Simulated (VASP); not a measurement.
# Zn4SeS3 (P1) in VASP: single point with PBE

Aim: the single point of Zn4SeS3 with PBE.

Program: VASP 6.6.1. These are calculated values, not measurements. Logs are shortened: lines on timing, memory, paths and dates and some standing lists are left out, and cuts for length are marked.

## Step 1: The cell of the first run

The typed cell holds 16 atoms: a = 6.752 Å, b = 6.754 Å, c = 7.801 Å, α = 90.00°, β = 106.78°, γ = 99.60°.

## Step 2: Single point, PBE

INCAR

```
SYSTEM = Zn4SeS3
PREC = Accurate
ENCUT = 500
EDIFF = 1E-6
ISMEAR = 0
SIGMA = 0.02
LREAL = .FALSE.
LASPH = .TRUE.
NELM = 120
ALGO = Normal
ISIF = 2
LWAVE = .FALSE.
LCHARG = .FALSE.
GGA = PE
NBANDS = 86
GGA_COMPAT = .FALSE.
```

KPOINTS

```
Automatic mesh
0
G
  4 4 4
  0 0 0
```

POSCAR

```
Zn4SeS3
1.0
   -2.7562637275     -5.5134598915     -2.7562380795
   -5.5142637711      2.7570223487      2.7573893480
   -0.0002025061      5.5157852302     -5.5169230598
Zn S Se
8 6 2
Direct
    0.4978658403      0.2458564262      0.8757206258
    0.4957733184      0.2631423163      0.3728464990
    0.0105812702      0.0149868874      0.5015051240
    0.0012345026     -0.0025451292      0.0012358664
    0.5114051946      0.7456812681      0.6365256211
   -0.0055231131      0.4918965454      0.7565033458
    0.4952893413      0.7445027963      0.1156699353
   -0.0061249090      0.4967657099      0.2402408046
    0.6238965521      0.4324774439      0.6599117919
    0.1267847293      0.1867303338      0.7858758095
    0.6221137821      0.4373897565      0.1516118084
    0.1251867808      0.1918763783      0.2768587864
    0.6286688216      0.9384632072      0.9090758777
    0.1227052145      0.6865115784      0.0291686193
    0.6249686081      0.9406754730      0.4048005027
    0.1251740662      0.6855890083      0.5324489821
```

Potentials or basis: VASP PAW PBE potentials, release 64 (Zn, S, Se).

Started as:

```bash
> cat potpaw_PBE.64/Zn/POTCAR potpaw_PBE.64/S/POTCAR potpaw_PBE.64/Se/POTCAR > POTCAR
> mpirun -np 1 vasp_std > vasp.out
```

OUTCAR:

```text
SYSTEM = Zn4SeS3
   PREC = Accurate
   ENCUT = 500
   EDIFF = 1E-6
   ISMEAR = 0
   LREAL = .FALSE.
   LASPH = .TRUE.
   NELM = 120
   ISIF = 2
   GGA = PE

 ion  position               nearest neighbor table
   1  0.498  0.246  0.876-  10 2.36  11 2.37   9 2.37  13 2.37
   2  0.496  0.263  0.373-  12 2.36  11 2.37   9 2.37  15 2.46
   3  0.011  0.015  0.502-  12 2.36  10 2.36  15 2.46  16 2.46
   4  0.001  0.997  0.001-  14 2.37  13 2.37  10 2.37  12 2.38
   5  0.511  0.746  0.637-  13 2.35   9 2.35  16 2.46  15 2.46
   6  0.994  0.492  0.757-  14 2.36   9 2.36  10 2.37  16 2.46
[... 8 lines left out ...]
  15  0.625  0.941  0.405-   3 2.46   5 2.46   2 2.46   7 2.47
  16  0.125  0.686  0.532-   5 2.46   6 2.46   8 2.46   3 2.46

  LATTYP: Found a triclinic cell.
 ALAT       =     8.7202813453
 B/A-ratio  =     0.8946159627
 C/A-ratio  =     0.7744734833
 COS(alpha) =     0.0000767751
 COS(beta)  =     0.1291488928
 COS(gamma) =     0.6711167965

  Lattice vectors:

 A1 = (  -2.7564662336,   0.0023253387,  -8.2731611393)
 A2 = (  -0.0002025061,   5.5157852302,  -5.5169230598)
 A3 = (   5.5142637711,  -2.7570223487,  -2.7573893480)

Analysis of symmetry for initial positions (statically):
=====================================================================
 Subroutine PRICEL returns:
 Original cell was already a primitive cell.

 Routine SETGRP: Setting up the symmetry group for a
 triclinic supercell.

 Subroutine GETGRP returns: Found  1 space group operations
 (whereof  1 operations were pure point group operations)
 out of a pool of  2 trial point group operations.

The static configuration has the point symmetry C_1 .

Analysis of symmetry for dynamics (positions and initial velocities):
=====================================================================
 Subroutine PRICEL returns:
 Original cell was already a primitive cell.

 Routine SETGRP: Setting up the symmetry group for a
 triclinic supercell.

 Subroutine GETGRP returns: Found  1 space group operations
 (whereof  1 operations were pure point group operations)
 out of a pool of  2 trial point group operations.

The dynamic configuration has the point symmetry C_1 .

 Subroutine INISYM returns: Found  1 space group operations
 (whereof  1 operations are pure point group operations),
 and found     1 'primitive' translations

----------------------------------------------------------------------------------------

                                     Primitive cell

  volume of cell :     335.4071

  direct lattice vectors                    reciprocal lattice vectors
    -2.756263727 -5.513459892 -2.756238080    -0.090694106 -0.090702691 -0.090680655
    -5.514263771  2.757022349  2.757389348    -0.136014265  0.045334569  0.045330212
    -0.000202506  5.515785230 -5.516923060    -0.022670198  0.067973264 -0.113300380

  length of vectors
     6.752190612  6.753626669  7.801302891     0.157083991  0.150365992  0.134056998

  position of ions in fractional coordinates (direct lattice)
     0.497865840  0.245856426  0.875720626
     0.495773318  0.263142316  0.372846499
     0.010581270  0.014986887  0.501505124
     0.001234503  0.997454871  0.001235866
     0.511405195  0.745681268  0.636525621
     0.994476887  0.491896545  0.756503346
[... 8 lines left out ...]
     0.624968608  0.940675473  0.404800503
     0.125174066  0.685589008  0.532448982

  ion indices of the primitive-cell ions
   primitive index   ion index
                 1           1
                 2           2
                 3           3
                 4           4
                 5           5
                 6           6
[... 8 lines left out ...]
                15          15
                16          16

----------------------------------------------------------------------------------------

 KPOINTS: Automatic mesh

Automatic generation of k-mesh.
 Grid dimensions read from file:
 generate k-points for:    4    4    4

 Generating k-lattice:

  Cartesian coordinates                     Fractional coordinates (reciprocal lattice)
    -0.022673526 -0.022675673 -0.022670164     0.250000000  0.000000000 -0.000000000
    -0.034003566  0.011333642  0.011332553    -0.000000000  0.250000000 -0.000000000
    -0.005667550  0.016993316 -0.028325095     0.000000000 -0.000000000  0.250000000

  Length of vectors
     0.039270998  0.037591498  0.033514250

  Shift w.r.t. Gamma in fractional coordinates (k-lattice)
     0.000000000  0.000000000  0.000000000

 Subroutine IBZKPT returns following result:
 ===========================================

 Found     36 irreducible k-points:

 Following reciprocal coordinates:
            Coordinates               Weight
  0.000000  0.000000  0.000000      1.000000
  0.250000  0.000000 -0.000000      2.000000
  0.500000  0.000000 -0.000000      1.000000
 -0.000000  0.250000  0.000000      2.000000
  0.250000  0.250000  0.000000      2.000000
  0.500000  0.250000 -0.000000      2.000000
[... 16 lines left out ...]
  0.000000 -0.250000  0.250000      2.000000
  0.250000 -0.250000  0.250000      2.000000
 [... further k-points ...]
   k-points           NKPTS =     36   k-points in BZ     NKDIM =     36   number of bands    NBANDS=     86
   number of dos      NEDOS =    301   number of ions     NIONS =     16
   total plane-waves  NPLWV = 150000
   dimension x,y,z NGX =    50 NGY =   50 NGZ =   60
   dimension x,y,z NGXF=   100 NGYF=  100 NGZF=  120
   ions per type =               8   6   2
   NGX,Y,Z   is equivalent  to a cutoff of  12.31, 12.31, 12.79 a.u.
   NGXF,Y,Z  is equivalent  to a cutoff of  24.62, 24.62, 25.57 a.u.
 SYSTEM =  Zn4SeS3
   PREC   = accura    normal or accurate (medium, high low for compatibility)
   ISTART =      0    job   : 0-new  1-cont  2-samecut
   ICHARG =      2    charge: 1-file 2-atom 10-const
   ISPIN  =      1    spin polarized calculation?
   LNONCOLLINEAR =      F non collinear calculations
   LSORBIT =      F    spin-orbit coupling
   LASPH  =      T    aspherical Exc in radial PAW
   ENCUT  =  500.0 eV  36.75 Ry    6.06 a.u.  12.31 12.31 14.22*2*pi/ulx,y,z
   NELM   =    120;   NELMIN=  2; NELMDL= -5     # of ELM steps
   EDIFF  = 0.1E-05   stopping-criterion for ELM
   LREAL  =      F    real-space projection
   EDIFFG = 0.1E-04   stopping-criterion for IOM
   NSW    =      0    number of steps for IOM
   IBRION =     -1    ionic relax: 0-MD 1-quasi-New 2-CG
   NFREE  =      0    steps in history (QN), initial steepest desc. (CG)
   ISIF   =      2    stress and relaxation
   ISYM   =      2    0-nonsym 1-usesym 2-fastsym
   POTIM  = 0.5000    time-step for ionic-motion
   TEBEG  =    0.0;   TEEND  =   0.0 temperature during run
   PSTRESS=    0.0 pullay stress
   NELECT =     144.0000    total number of electrons
   NUPDOWN=      -1.0000    fix difference up-down
   EMIN   =  10.00;   EMAX   =-10.00  energy-range for DOS
   EFERMI =   0.00;   METHOD = LEGACY
   ISMEAR =     0;   SIGMA  =   0.02  broadening in eV -4-tet -1-fermi 0-gaus
   EFERMI_NEDOS =   21; number of points for ismear=-14 and -15
   IALGO  =     38    algorithm
   IMIX   =      4    mixing-type and parameters
     AMIX     =   0.40;   BMIX     =  1.00
     AMIX_MAG =   1.60;   BMIX_MAG =  1.00
  volume/ion in A,a.u.               =      20.96       141.46
  Fermi-wavevector in a.u.,A,eV,Ry     =   1.235013  2.333836 20.752387  1.525257
  Thomas-Fermi vector in A             =   2.369680
   LORBIT       =      0    0 simple, 1 ext, 2 COOP (PROOUT), +10 PAW based schemes
   GGA     = PE    functional components
   LHFCALC =     F    Hartree Fock is set to
   AEXX    =    0.0000 exact exchange contribution
   IVDW    =     0    specifies the selected vdW correction
   LEPSILON=     F    determine dielectric tensor
   LRPA    =     F    only Hartree local field effects (RPA)
 non-spin polarized calculation
 Gauss-broadening in eV      SIGMA  =   0.02
  energy-cutoff  :      500.00
  volume of cell :      335.41
 maximum number of plane-waves:      8562
 NGX is ok and might be reduce to    50
   NGX = 25   NGY = 25   NGZ = 29

 number of electron     143.9999984 magnetization

 Free energy of the ion-electron system (eV)
  ---------------------------------------------------
  ext. energy  EPLUGINS =         0.00000000
  ---------------------------------------------------
  free energy    TOTEN  =       -53.08614968 eV

  energy without entropy =      -53.08614968  energy(sigma->0) =      -53.08614968

 E-fermi :   1.9429     XC(G=0):  -9.4408

 val. band max:        1.8021800199   @ k =   0.0000   0.0000   0.0000
 cond. band min:       3.5390917646   @ k =   0.0000   0.0000   0.0000
 fundamental gap:      1.7369117447
 Fermi energy:         1.9429283214

 k-point     1 :       0.0000    0.0000    0.0000
  band No.  band energies     occupation
      1     -11.2519      2.00000
      2     -10.4164      2.00000
      3     -10.3910      2.00000
      4     -10.3720      2.00000
      5     -10.2776      2.00000
      6     -10.2646      2.00000
[... 76 lines left out ...]
     83       7.5738      0.00000
     84       7.6146      0.00000

 k-point     2 :       0.2500    0.0000   -0.0000
  band No.  band energies     occupation
      1     -11.1444      2.00000
      2     -10.5521      2.00000
      3     -10.4291      2.00000
      4     -10.3703      2.00000
      5     -10.2728      2.00000
      6     -10.2673      2.00000
[... 1903 lines left out ...]
     83       7.3317      0.00000
     84       7.6616      0.00000

 k-point    24 :       0.2500   -0.2500    0.2500
  band No.  band energies     occupation
      1     -10.9707      2.00000
      2     -10.6395      2.00000
      3     -10.4715      2.00000
      4     -10.3619      2.00000
      5     -10.3365      2.00000
      6     -10.3027      2.00000
[... 76 lines left out ...]
     83       7.0128      0.00000
     84       7.7101      0.00000

 [... further k-points ...]

 [bands above 84 left out]

------------------------ aborting loop because EDIFF is reached ----------------------------------------

  FORCE on cell =-STRESS in cart. coord.  units (eV):
  Direction    XX          YY          ZZ          XY          YZ          ZX
  --------------------------------------------------------------------------------------
  -------------------------------------------------------------------------------------
  Total        0.2973580      0.3001188      0.2990538      0.0007770      0.0000645      0.0010279
  in kB        1.4204238      1.4336119      1.4285242      0.0037117      0.0003079      0.0049099
  external PRESSURE =       1.4275200 kB  Pullay stress =       0.0000000 kB

 VOLUME and BASIS-vectors are now :
 -----------------------------------------------------------------------------
  energy-cutoff  :      500.00
  volume of cell :      335.41
      direct lattice vectors                 reciprocal lattice vectors
    -2.756263727 -5.513459892 -2.756238080    -0.090694106 -0.090702691 -0.090680655
    -5.514263771  2.757022349  2.757389348    -0.136014265  0.045334569  0.045330212
    -0.000202506  5.515785230 -5.516923060    -0.022670198  0.067973264 -0.113300380

 POSITION                                       TOTAL-FORCE (eV/Angst)
 -----------------------------------------------------------------------------------
     -2.72814      2.76316     -5.52560         0.000072     -0.000013      0.000552
     -2.81759      0.04860     -2.69785        -0.001005      0.002059      0.000993
     -0.11191      2.74917     -2.75460        -0.004012     -0.000949      0.000485
     -5.50363      2.75002      2.74015        -0.000991     -0.000461      0.000917
     -5.52158      2.74719     -2.86508        -0.000371     -0.000615     -0.003826
     -5.45364      0.04587     -5.55824         0.002950      0.002037     -0.003428
[... 8 lines left out ...]
     -6.90979      1.38052     -1.36201         0.000185      0.000273      0.001497
     -4.12564      4.13692     -1.39205         0.000658      0.000201      0.000316
 -----------------------------------------------------------------------------------
    total drift:                               -0.000430     -0.001123     -0.000586

  FREE ENERGIE OF THE ION-ELECTRON SYSTEM (eV)
  ---------------------------------------------------
  free  energy   TOTEN  =       -53.0861496848 eV

  energy  without entropy=      -53.0861496848  energy(sigma->0) =      -53.08614968
```

It took 15 min on 1 thread of Intel Xeon 6975P-C (Granite Rapids), shared host; peak memory 0.84 GiB.

Results:

- Free energy: -53.0861 eV
- Pressure: 0.1 GPa
- Largest force: 0.005 eV/Å
- Band gap on the k mesh: 1.74 eV

Forces on the atoms (eV/Å):
```
Zn   0.000  0.000  0.001
Zn  -0.001  0.002  0.001
Zn  -0.004 -0.001  0.000
Zn  -0.001  0.000  0.001
Zn   0.000 -0.001 -0.004
Zn   0.003  0.002 -0.003
Zn   0.003 -0.002  0.001
Zn   0.000 -0.001  0.002
S    0.002  0.000 -0.001
S    0.000  0.001 -0.001
S    0.001 -0.001  0.000
S    0.000 -0.001  0.001
S   -0.002  0.001  0.000
S   -0.001  0.000  0.000
Se   0.000  0.000  0.001
Se   0.001  0.000  0.000
```
